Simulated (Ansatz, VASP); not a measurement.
**Two plane-wave programs on Rh**

```
Rh
1.0
     2.58860    0.00000    0.00000
    -1.29430    2.24179    0.00000
     0.00000    0.00000    4.66580
Rh
2
Cartesian
  1.2943 0.7473 3.4993
  0.0000 1.4945 1.1664
```

Alike in both runs: task single point; functional PBE; k mesh 18 × 18 × 10; occupations gaussian, width 0.15 eV; no spin polarisation.

```csv
,VASP,Ansatz
version,VASP 6.6.1,Ansatz 0.2.0
potentials or method,"VASP PAW PBE potentials, release 64 (Rh_pv), cutoff 520 eV","scalar-relativistic, plane waves, PAW"
valence electrons in the cell,30,34
```

Ansatz gave:

```
gap on the k mesh at the Fermi level (eV)                     : none
pressure (GPa)                                                : 15.2
traceless stress, the component that is largest in VASP (GPa) : -23.68
```

**Question.** What did VASP give for the same quantities?

**Answer.** gap on the k mesh at the Fermi level (eV): none; pressure (GPa): 15.2; traceless stress, the component that is largest in VASP (GPa): -23.64.

A gap of «none» marks a metal or a gap that the smearing closes. The functional is the same, so the differences come from potentials, cutoffs and numerics. VASP's potentials hold 30 valence electrons a cell and Ansatz's 34, so a difference there can come from the potentials and not from the codes.
